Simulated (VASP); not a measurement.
# Rh (Fm-3m) in VASP: further runs

The runs below take Rh through vibrations by perturbation theory, density of states, elastic constants, with PBEsol, PBE, RPBE.

Everything below comes from runs of VASP 6.6.1. Logs are shortened: lines on timing, memory, paths and dates and some standing lists are left out, and cuts for length are marked.

## Step 1: The cell of the first run

It takes space group Fm-3m (No. 225, cubic). Conventional cell: a = 3.796 Å, b = 3.796 Å, c = 3.796 Å, α = 90.00°, β = 90.00°, γ = 90.00°. Within 3.5 Å of Rh (site symmetry m-3m) lie 12 Rh at 2.68 Å.

## Step 2: Vibrations by perturbation theory, PBEsol

The input, INCAR:

```
SYSTEM = Rh
PREC = Accurate ; ENCUT = 520
EDIFF = 1E-8 ; ISMEAR = -1
SIGMA = 0.05 ; LREAL = .False.
LASPH = .True. ; NELM = 60
ALGO = Normal ; ISIF = 2
LWAVE = .False. ; LCHARG = .False.
GGA = PS ; IBRION = 8
NSW = 1
```

The input, KPOINTS:

```
Automatic mesh
0
Gamma
  10 10 10
  0 0 0
```

The input, POSCAR:

```
Rh
1.0
    0.0000000000      1.8978500000      1.8978500000
    1.8978500000      0.0000000000      1.8978500000
    1.8978500000      1.8978500000      0.0000000000
Rh
1
Direct
    0.0000000000      0.0000000000      0.0000000000
```

Potentials or basis: VASP PAW PBE potentials, release 64 (Rh_pv).

Run with:

```sh
cat potpaw_PBE.64/Rh_pv/POTCAR > POTCAR
mpirun -np 1 vasp_std > vasp.out
```

OUTCAR:

```text
SYSTEM = Rh
   PREC = Accurate
   ENCUT = 520
   EDIFF = 1E-8
   ISMEAR = -1
   LREAL = .False.
   LASPH = .True.
   NELM = 60
   ISIF = 2
   GGA = PS
   IBRION = 8
   NSW = 1

 ion  position               nearest neighbor table
   1  0.000  0.000  0.000-

  LATTYP: Found a face centered cubic cell.
 ALAT       =     3.7957000000

  Lattice vectors:

 A1 = (   0.0000000000,   1.8978500000,   1.8978500000)
 A2 = (   1.8978500000,   0.0000000000,   1.8978500000)
 A3 = (   1.8978500000,   1.8978500000,   0.0000000000)

Analysis of symmetry for initial positions (statically):
=====================================================================
 Subroutine PRICEL returns:
 Original cell was already a primitive cell.

 Routine SETGRP: Setting up the symmetry group for a
 face centered cubic supercell.

 Subroutine GETGRP returns: Found 48 space group operations
 (whereof 48 operations were pure point group operations)
 out of a pool of 48 trial point group operations.

The static configuration has the point symmetry O_h .

Analysis of symmetry for dynamics (positions and initial velocities):
=====================================================================
 Subroutine PRICEL returns:
 Original cell was already a primitive cell.

 Routine SETGRP: Setting up the symmetry group for a
 face centered cubic supercell.

 Subroutine GETGRP returns: Found 48 space group operations
 (whereof 48 operations were pure point group operations)
 out of a pool of 48 trial point group operations.

The dynamic configuration has the point symmetry O_h .

 Subroutine INISYM returns: Found 48 space group operations
 (whereof 48 operations are pure point group operations),
 and found     1 'primitive' translations

----------------------------------------------------------------------------------------

                                     Primitive cell

  volume of cell :      13.6715

  direct lattice vectors                    reciprocal lattice vectors
     0.000000000  1.897850000  1.897850000    -0.263456016  0.263456016  0.263456016
     1.897850000  0.000000000  1.897850000     0.263456016 -0.263456016  0.263456016
     1.897850000  1.897850000  0.000000000     0.263456016  0.263456016 -0.263456016

  length of vectors
     2.683965209  2.683965209  2.683965209     0.456319205  0.456319205  0.456319205

  position of ions in fractional coordinates (direct lattice)
     0.000000000  0.000000000  0.000000000

  ion indices of the primitive-cell ions
   primitive index   ion index
                 1           1

----------------------------------------------------------------------------------------

 KPOINTS: Automatic mesh

Automatic generation of k-mesh.
 Grid dimensions read from file:
 generate k-points for:   10   10   10

 Generating k-lattice:

  Cartesian coordinates                     Fractional coordinates (reciprocal lattice)
    -0.026345602  0.026345602  0.026345602     0.100000000  0.000000000  0.000000000
     0.026345602 -0.026345602  0.026345602     0.000000000  0.100000000  0.000000000
     0.026345602  0.026345602 -0.026345602     0.000000000  0.000000000  0.100000000

  Length of vectors
     0.045631921  0.045631921  0.045631921

  Shift w.r.t. Gamma in fractional coordinates (k-lattice)
     0.000000000  0.000000000  0.000000000

 Subroutine IBZKPT returns following result:
 ===========================================

 Found     47 irreducible k-points:

 Following reciprocal coordinates:
            Coordinates               Weight
  0.000000  0.000000  0.000000      1.000000
[... 59 lines left out ...]
   IALGO  =     38    algorithm
   IMIX   =      4    mixing-type and parameters
     AMIX     =   0.40;   BMIX     =  1.00
     AMIX_MAG =   1.60;   BMIX_MAG =  1.00
  volume/ion in A,a.u.               =      13.67        92.26
  Fermi-wavevector in a.u.,A,eV,Ry     =   1.688496  3.190795 38.790465  2.851019
  Thomas-Fermi vector in A             =   2.770792
   LORBIT       =      0    0 simple, 1 ext, 2 COOP (PROOUT), +10 PAW based schemes
   GGA     = PS    functional components
   LHFCALC =     F    Hartree Fock is set to
   AEXX    =    0.0000 exact exchange contribution
   IVDW    =     0    specifies the selected vdW correction
   LEPSILON=     F    determine dielectric tensor
   LRPA    =     F    only Hartree local field effects (RPA)
 non-spin polarized calculation
  energy-cutoff  :      520.00
  volume of cell :       13.67
 maximum number of plane-waves:       377
   NGX =  9   NGY =  9   NGZ =  9

--------------------------------------- Ionic step        1  -------------------------------------------

 number of electron      15.0000007 magnetization

 Free energy of the ion-electron system (eV)
  ---------------------------------------------------
  ext. energy  EPLUGINS =         0.00000000
  ---------------------------------------------------
  free energy    TOTEN  =        -8.15063773 eV

  energy without entropy =       -8.13829725  energy(sigma->0) =       -8.14446749

 E-fermi :  11.8916     XC(G=0): -14.2550

 val. band max:       11.8507737727   @ k =  -0.3000   0.3000   0.1000
 cond. band min:      11.8930281497   @ k =   0.5000   0.4000   0.1000
 fundamental gap:      0.0422543771
 Fermi energy:        11.8915905274

 k-point     1 :       0.0000    0.0000    0.0000
  band No.  band energies     occupation
      1     -34.4907      2.00000
      2     -34.4907      2.00000
      3     -34.4907      2.00000
      4       3.7626      2.00000
      5       8.7319      2.00000
      6       8.7319      2.00000
      7       8.7319      2.00000
      8      10.8655      2.00000
      9      10.8655      2.00000
     10      27.7872      0.00000
     11      32.1982      0.00000
[... 309 lines left out ...]
 k-point    24 :       0.4000    0.3000    0.0000
  band No.  band energies     occupation
      1     -35.0639      2.00000
      2     -34.7263      2.00000
      3     -34.7027      2.00000
      4       6.1774      2.00000
      5       6.5087      2.00000
      6      10.3771      2.00000
      7      11.1704      2.00000
      8      12.3545      0.00019
      9      13.2320      0.00000
     10      26.1319      0.00000
     11      27.9636      0.00000

 [... further k-points ...]

------------------------ aborting loop because EDIFF is reached ----------------------------------------

  FORCE on cell =-STRESS in cart. coord.  units (eV):
  Direction    XX          YY          ZZ          XY          YZ          ZX
  --------------------------------------------------------------------------------------
  -------------------------------------------------------------------------------------
  Total       -0.3105173     -0.3105173     -0.3105173      0.0000000      0.0000000     -0.0000000
  in kB      -36.3898853    -36.3898853    -36.3898853      0.0000000      0.0000000     -0.0000000
  external PRESSURE =     -36.3898853 kB  Pullay stress =       0.0000000 kB

 VOLUME and BASIS-vectors are now :
 -----------------------------------------------------------------------------
  energy-cutoff  :      520.00
  volume of cell :       13.67
      direct lattice vectors                 reciprocal lattice vectors
     0.000000000  1.897850000  1.897850000    -0.263456016  0.263456016  0.263456016
     1.897850000  0.000000000  1.897850000     0.263456016 -0.263456016  0.263456016
     1.897850000  1.897850000  0.000000000     0.263456016  0.263456016 -0.263456016

 POSITION                                       TOTAL-FORCE (eV/Angst)
 -----------------------------------------------------------------------------------
      0.00000      0.00000      0.00000        -0.000000      0.000000      0.000000
 -----------------------------------------------------------------------------------
    total drift:                                0.000000      0.000000      0.000000

  FREE ENERGIE OF THE ION-ELECTRON SYSTEM (eV)
  ---------------------------------------------------
  free  energy   TOTEN  =        -8.1506377284 eV

  energy  without entropy=       -8.1382972536  energy(sigma->0) =       -8.14446749

[... ionic steps 2 to 3 ...]

--------------------------------------- Ionic step        4  -------------------------------------------

 Free energy of the ion-electron system (eV)
  ---------------------------------------------------
  ---------------------------------------------------
  free energy    TOTEN  =        -0.47122868 eV

  energy without entropy =       -0.47122868

------------------------ aborting loop because EDIFF is reached ----------------------------------------

 INTERNAL STRAIN TENSOR  FOR ION    1  DIRECTION 1   (eV/Angst):
 -----------------------------------------------------------------------------
     0.01120  0.00000 -0.00000
     0.00000 -0.00142 -0.00000
     0.00000 -0.00000 -0.00142

 INTERNAL STRAIN TENSOR FOR ION    1 for displacements in x,y,z  (eV/Angst):
          X           Y           Z          XY          YZ          ZX
  --------------------------------------------------------------------------------
  x     0.00000     0.00000     0.00000     0.00000     0.00000     0.00000
  y     0.00000     0.00000     0.00000     0.00000     0.00000     0.00000
  z     0.00000     0.00000     0.00000     0.00000     0.00000     0.00000

 SECOND DERIVATIVES (NOT SYMMETRIZED)
 ------------------------------------
               1X          1Y          1Z
  1X    -0.008814    0.000000    0.000000
  1Y     0.000000   -0.008814    0.000000
  1Z     0.000000    0.000000   -0.008814

 Eigenvectors and eigenvalues of the dynamical matrix
 ----------------------------------------------------

   1 f  =    0.144681 THz     0.909058 2PiTHz    4.826043 cm-1     0.598353 meV
             X         Y         Z           dx          dy          dz
      0.000000  0.000000  0.000000     1.000000    0.000000    0.000000

   2 f  =    0.144681 THz     0.909058 2PiTHz    4.826043 cm-1     0.598353 meV
             X         Y         Z           dx          dy          dz
      0.000000  0.000000  0.000000     0.000000    1.000000    0.000000

   3 f  =    0.144681 THz     0.909058 2PiTHz    4.826043 cm-1     0.598353 meV
             X         Y         Z           dx          dy          dz
      0.000000  0.000000  0.000000     0.000000    0.000000    1.000000

--------------------------------------------------------------------------------------------------------

 ELASTIC MODULI CONTR FROM IONIC RELAXATION (kBar)
 Direction    XX          YY          ZZ          XY          YZ          ZX
 --------------------------------------------------------------------------------
 XX           0.0000      0.0000      0.0000      0.0000      0.0000      0.0000
 YY           0.0000      0.0000      0.0000      0.0000      0.0000      0.0000
 ZZ           0.0000      0.0000      0.0000      0.0000      0.0000      0.0000
 XY           0.0000      0.0000      0.0000      0.0000      0.0000      0.0000
 YZ           0.0000      0.0000      0.0000      0.0000      0.0000      0.0000
 ZX           0.0000      0.0000      0.0000      0.0000      0.0000      0.0000
 --------------------------------------------------------------------------------
```

Run time: 36 s. Hardware: 1 thread of Intel Xeon Platinum 8259CL at 2.50GHz (Skylake/Cascade Lake), shared host; peak memory 0.15 GiB.

Caveat: the cell wasn't relaxed at this level first, which shifts response properties; the PAW data sets were made with another functional, which shifts forces and pressure a little.

[end of part 1 of 2]
